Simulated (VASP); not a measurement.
# Cd (Im-3m) in VASP: further runs, part 2 of 2

VASP 6.6.1. Earlier steps stand in the parts before.

### 3 Single point, PBEsol+D3(BJ)

INCAR

```
ALGO = Normal
EDIFF = 1E-7
ENCUT = 520
GGA = PS
ISIF = 2
ISMEAR = -1
IVDW = 12
LASPH = T
LCHARG = F
LREAL = F
LWAVE = F
NBANDS = 12
NELM = 100
PREC = Accurate
SIGMA = 0.1
```

KPOINTS

```
k-points
0
Gamma
  7 7 7
```

POSCAR

```
Cd
1.0
   -1.7843220000      1.7843220000      1.7843220000
    1.7843220000     -1.7843220000      1.7843220000
    1.7843220000      1.7843220000     -1.7843220000
Cd
1
Direct
    0.0000000000      0.0000000000      0.0000000000
```

Potentials or basis: VASP PAW PBE potentials, release 64 (Cd).

The run is started by

```console
$ cat potpaw_PBE.64/Cd/POTCAR > POTCAR
$ mpirun -np 1 vasp_std > vasp.out
```

OUTCAR:

```text
EDIFF = 1E-7
   ENCUT = 520
   GGA = PS
   ISIF = 2
   ISMEAR = -1
   IVDW = 12
   LASPH = T
   LREAL = F
   NELM = 100
   PREC = Accurate
 IVDW          = 12

 ion  position               nearest neighbor table
   1  0.000  0.000  0.000-

  LATTYP: Found a body centered cubic cell.
 ALAT       =     3.5686440000

  Lattice vectors:

 A1 = (  -1.7843220000,   1.7843220000,   1.7843220000)
 A2 = (   1.7843220000,  -1.7843220000,   1.7843220000)
 A3 = (   1.7843220000,   1.7843220000,  -1.7843220000)

Analysis of symmetry for initial positions (statically):
=====================================================================
 Subroutine PRICEL returns:
 Original cell was already a primitive cell.

 Routine SETGRP: Setting up the symmetry group for a
 body centered cubic supercell.

 Subroutine GETGRP returns: Found 48 space group operations
 (whereof 48 operations were pure point group operations)
 out of a pool of 48 trial point group operations.

The static configuration has the point symmetry O_h .

Analysis of symmetry for dynamics (positions and initial velocities):
=====================================================================
 Subroutine PRICEL returns:
 Original cell was already a primitive cell.

 Routine SETGRP: Setting up the symmetry group for a
 body centered cubic supercell.

 Subroutine GETGRP returns: Found 48 space group operations
 (whereof 48 operations were pure point group operations)
 out of a pool of 48 trial point group operations.

The dynamic configuration has the point symmetry O_h .

 Subroutine INISYM returns: Found 48 space group operations
 (whereof 48 operations are pure point group operations),
 and found     1 'primitive' translations

----------------------------------------------------------------------------------------

                                     Primitive cell

  volume of cell :      22.7237

  direct lattice vectors                    reciprocal lattice vectors
    -1.784322000  1.784322000  1.784322000     0.000000000  0.280218481  0.280218481
     1.784322000 -1.784322000  1.784322000     0.280218481  0.000000000  0.280218481
     1.784322000  1.784322000 -1.784322000     0.280218481  0.280218481  0.000000000

  length of vectors
     3.090536361  3.090536361  3.090536361     0.396288776  0.396288776  0.396288776

  position of ions in fractional coordinates (direct lattice)
     0.000000000  0.000000000  0.000000000

  ion indices of the primitive-cell ions
   primitive index   ion index
                 1           1

----------------------------------------------------------------------------------------

 KPOINTS: k-points

Automatic generation of k-mesh.
 Grid dimensions read from file:
 generate k-points for:    7    7    7

 Generating k-lattice:

  Cartesian coordinates                     Fractional coordinates (reciprocal lattice)
     0.000000000  0.040031212  0.040031212     0.142857143  0.000000000  0.000000000
     0.040031212  0.000000000  0.040031212     0.000000000  0.142857143  0.000000000
     0.040031212  0.040031212  0.000000000     0.000000000  0.000000000  0.142857143

  Length of vectors
     0.056612682  0.056612682  0.056612682

  Shift w.r.t. Gamma in fractional coordinates (k-lattice)
     0.000000000  0.000000000  0.000000000

 Subroutine IBZKPT returns following result:
 ===========================================

 Found     20 irreducible k-points:

 Following reciprocal coordinates:
            Coordinates               Weight
  0.000000  0.000000  0.000000      1.000000
  0.142857  0.000000  0.000000     12.000000
  0.285714  0.000000  0.000000     12.000000
  0.428571  0.000000  0.000000     12.000000
  0.142857  0.142857  0.000000     24.000000
  0.285714  0.142857  0.000000     48.000000
[... 12 lines left out ...]
 -0.428571 -0.428571  0.285714      8.000000
 -0.428571  0.428571  0.428571      6.000000
   k-points           NKPTS =     20   k-points in BZ     NKDIM =     20   number of bands    NBANDS=     12
   number of dos      NEDOS =    301   number of ions     NIONS =      1
   total plane-waves  NPLWV =  13824
   dimension x,y,z NGX =    24 NGY =   24 NGZ =   24
   dimension x,y,z NGXF=    48 NGYF=   48 NGZF=   48
   ions per type =               1
   NGX,Y,Z   is equivalent  to a cutoff of  12.91, 12.91, 12.91 a.u.
   NGXF,Y,Z  is equivalent  to a cutoff of  25.82, 25.82, 25.82 a.u.
 SYSTEM =  unknown system
   PREC   = accura    normal or accurate (medium, high low for compatibility)
   ISTART =      0    job   : 0-new  1-cont  2-samecut
   ICHARG =      2    charge: 1-file 2-atom 10-const
   ISPIN  =      1    spin polarized calculation?
   LNONCOLLINEAR =      F non collinear calculations
   LSORBIT =      F    spin-orbit coupling
   LASPH  =      T    aspherical Exc in radial PAW
   ENCUT  =  520.0 eV  38.22 Ry    6.18 a.u.   5.75  5.75  5.75*2*pi/ulx,y,z
   NELM   =    100;   NELMIN=  2; NELMDL= -5     # of ELM steps
   EDIFF  = 0.1E-06   stopping-criterion for ELM
   LREAL  =      F    real-space projection
   EDIFFG = 0.1E-05   stopping-criterion for IOM
   NSW    =      0    number of steps for IOM
   IBRION =     -1    ionic relax: 0-MD 1-quasi-New 2-CG
   NFREE  =      0    steps in history (QN), initial steepest desc. (CG)
   ISIF   =      2    stress and relaxation
   ISYM   =      2    0-nonsym 1-usesym 2-fastsym
   POTIM  = 0.5000    time-step for ionic-motion
   TEBEG  =    0.0;   TEEND  =   0.0 temperature during run
   PSTRESS=    0.0 pullay stress
   NELECT =      12.0000    total number of electrons
   NUPDOWN=      -1.0000    fix difference up-down
   EMIN   =  10.00;   EMAX   =-10.00  energy-range for DOS
   EFERMI =   0.00;   METHOD = LEGACY
   ISMEAR =    -1;   SIGMA  =   0.10  broadening in eV -4-tet -1-fermi 0-gaus
   EFERMI_NEDOS =   21; number of points for ismear=-14 and -15
   IALGO  =     38    algorithm
   IMIX   =      4    mixing-type and parameters
     AMIX     =   0.40;   BMIX     =  1.00
     AMIX_MAG =   1.60;   BMIX_MAG =  1.00
  volume/ion in A,a.u.               =      22.72       153.35
  Fermi-wavevector in a.u.,A,eV,Ry     =   1.323250  2.500581 23.823686  1.750992
  Thomas-Fermi vector in A             =   2.452872
   LORBIT       =      0    0 simple, 1 ext, 2 COOP (PROOUT), +10 PAW based schemes
   GGA     = PS    functional components
   LHFCALC =     F    Hartree Fock is set to
   AEXX    =    0.0000 exact exchange contribution
   IVDW    =    12    specifies the selected vdW correction
   LEPSILON=     F    determine dielectric tensor
   LRPA    =     F    only Hartree local field effects (RPA)
 non-spin polarized calculation
  energy-cutoff  :      520.00
  volume of cell :       22.72
 maximum number of plane-waves:       627
   NGX = 11   NGY = 11   NGZ = 11

 number of electron      12.0000006 magnetization

 Free energy of the ion-electron system (eV)
  ---------------------------------------------------
  ext. energy  EPLUGINS =         0.00000000
  ---------------------------------------------------
  free energy    TOTEN  =        -1.14221803 eV

  energy without entropy =       -1.12288646  energy(sigma->0) =       -1.13255225

 E-fermi :   2.3874     XC(G=0): -10.9530

 val. band max:        2.3805692941   @ k =  -0.4286  -0.4286   0.1429
 cond. band min:       2.4282620981   @ k =  -0.4286  -0.4286   0.1429
 fundamental gap:      0.0476928040
 Fermi energy:         2.3874192634

 k-point     1 :       0.0000    0.0000    0.0000
  band No.  band energies     occupation
      1      -6.6687      2.00000
      2      -6.6687      2.00000
      3      -6.6687      2.00000
      4      -6.1507      2.00000
      5      -6.0612      2.00000
      6      -6.0612      2.00000
      7      17.7606      0.00000
      8      17.7606      0.00000
      9      17.7606      0.00000
     10      18.2449      0.00000
     11      18.2449      0.00000
     12      18.2449      0.00000
[... 271 lines left out ...]
 k-point    20 :      -0.4286    0.4286    0.4286
  band No.  band energies     occupation
      1      -7.0710      2.00000
      2      -7.0357      2.00000
      3      -5.8375      2.00000
      4      -5.8375      2.00000
      5      -5.7989      2.00000
      6       3.6807      0.00000
      7       6.1933      0.00000
      8       6.1933      0.00000
      9       8.6908      0.00000
     10      10.4731      0.00000
     11      12.1690      0.00000
     12      25.7563      0.00000

------------------------ aborting loop because EDIFF is reached ----------------------------------------

 Edisp (eV)   -0.39284

 E8    (eV) :    -0.2627

  FORCE on cell =-STRESS in cart. coord.  units (eV):
  Direction    XX          YY          ZZ          XY          YZ          ZX
  --------------------------------------------------------------------------------------
  -------------------------------------------------------------------------------------
  Total      -0.80326    -0.80326    -0.80326     0.00000     0.00000    -0.00000
  in kB     -56.63553   -56.63553   -56.63553     0.00000     0.00000    -0.00000
  external pressure =      -56.64 kB  Pullay stress =        0.00 kB

 VOLUME and BASIS-vectors are now :
 -----------------------------------------------------------------------------
  energy-cutoff  :      520.00
  volume of cell :       22.72
      direct lattice vectors                 reciprocal lattice vectors
    -1.784322000  1.784322000  1.784322000     0.000000000  0.280218481  0.280218481
     1.784322000 -1.784322000  1.784322000     0.280218481  0.000000000  0.280218481
     1.784322000  1.784322000 -1.784322000     0.280218481  0.280218481  0.000000000

 POSITION                                       TOTAL-FORCE (eV/Angst)
 -----------------------------------------------------------------------------------
      0.00000      0.00000      0.00000        -0.000000     -0.000000     -0.000000
 -----------------------------------------------------------------------------------
    total drift:                               -0.000000      0.000000      0.000000

  FREE ENERGIE OF THE ION-ELECTRON SYSTEM (eV)
  ---------------------------------------------------
  free  energy   TOTEN  =        -1.5350609162 eV

  energy  without entropy=       -1.5157293431  energy(sigma->0) =       -1.52539513
```

OSZICAR:

```text
N       E                     dE             d eps       ncg     rms          rms(c)
DAV:   1     0.634715335778E+02    0.63472E+02   -0.69620E+03   536   0.979E+02
DAV:   2    -0.112635296455E+00   -0.63584E+02   -0.59646E+02   508   0.222E+02
DAV:   3    -0.121346328989E+01   -0.11008E+01   -0.11002E+01   592   0.330E+01
DAV:   4    -0.121471960754E+01   -0.12563E-02   -0.12563E-02   516   0.110E+00
DAV:   5    -0.121472255544E+01   -0.29479E-05   -0.29483E-05   564   0.526E-02    0.272E+00
DAV:   6    -0.114751115892E+01    0.67211E-01   -0.17594E-01   544   0.531E+00    0.227E+00
DAV:   7    -0.114288053179E+01    0.46306E-02   -0.11543E-02   532   0.109E+00    0.123E+00
DAV:   8    -0.114219980838E+01    0.68072E-03   -0.13647E-03   520   0.506E-01    0.560E-02
DAV:   9    -0.114221314218E+01   -0.13334E-04   -0.50590E-06   548   0.209E-02    0.148E-02
DAV:  10    -0.114221807049E+01   -0.49283E-05   -0.34320E-06   500   0.221E-02    0.190E-03
DAV:  11    -0.114221803394E+01    0.36545E-07   -0.23705E-08   336   0.177E-03
   1 F= -.15350609E+01 E0= -.15253951E+01  d E =-.193316E-01
```

stdout:

```text
POSCAR found type information on POSCAR Cd
 POSCAR found :  1 types and       1 ions
 scaLAPACK will be used
 -----------------------------------------------------------------------------
|                                                                             |
|                                                                             |
|     You enforced a specific xc type in the INCAR file but a different       |
|     I HOPE YOU KNOW WHAT YOU ARE DOING!                                     |
|                                                                             |
 -----------------------------------------------------------------------------

 LDA part: xc-table for (Slater+PW92), standard interpolation
 POSCAR, INCAR and KPOINTS ok, starting setup
 FFT: planning ... GRIDC
 FFT: planning ... GRID_SOFT
 FFT: planning ... GRID
 WAVECAR not read
 entering main loop
```

Run time: 14 s. Hardware: 1 thread of AMD EPYC 7R13, shared host; peak memory 0.11 GiB.

What came out:

```yaml
Free_energy: -1.5351 eV
Pressure: -5.7 GPa
Band_gap_on_the_k_mesh: zero (band 6 reaches 3.98 eV, above the bottom of band 7 at 1.69 eV)
Dispersion_energy_per_atom: -0.393 eV
```

Caveat: three body term missing; the PAW data sets were made with another functional, which shifts forces and pressure a little; pairwise dispersion overbinds metals, which lowers pressure and volume.
